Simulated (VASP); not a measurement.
Input of a VASP 6.6.1 run:

File INCAR:

```
PREC = Accurate
ENCUT = 520
EDIFF = 1E-6
ISMEAR = 0
SIGMA = 0.1
LREAL = False
LASPH = True
NELM = 150
ALGO = Normal
ISIF = 2
LWAVE = False
LCHARG = True
ISPIN = 2
MAGMOM = 1 0 0
LORBIT = 11
LMAXMIX = 4
LDIPOL = True
IDIPOL = 3
DIPOL = 0.5 0.5 0.295
GGA = PE
LELF = True
LVHAR = True
LVACPOTAV = True
NBANDS = 22
```

Contents of KPOINTS:

```
Automatic mesh
0
Gamma
  6 6 1
```

The input POSCAR:

```
TaTeSe
1.0
    3.5906488058     -0.0000003003      0.0000000000
   -1.7953241428      3.1095932320      0.0000000000
    0.0000000000      0.0000000000     30.7681902400
Ta Te Se
1 1 1
Direct
    0.6666666667      0.3333333333      0.2917014168
    0.3333333333      0.6666666667      0.3536993645
    0.3333333333      0.6666666667      0.2402362506
```

Potentials or basis: VASP PAW PBE potentials, release 64 (Ta_pv, Te, Se).

Run with:

```console
$ cat potpaw_PBE.64/Ta_pv/POTCAR potpaw_PBE.64/Te/POTCAR potpaw_PBE.64/Se/POTCAR > POTCAR
$ mpirun -np 1 vasp_std > vasp.out
```

**Question.** What does it give for the site moments?

**Answer.** Ta +0.27; Te +0.01; Se +0.02 μB.

**Question.** Estimate the largest force.

**Answer.** 0.035 eV/Å.

**Question.** What does it give for the net moment?

**Answer.** 0.47 μB per cell.

Forces on the atoms (eV/Å):
```
Ta   0.000  0.000 -0.028
Te   0.000  0.000  0.035
Se   0.000  0.000 -0.007
```
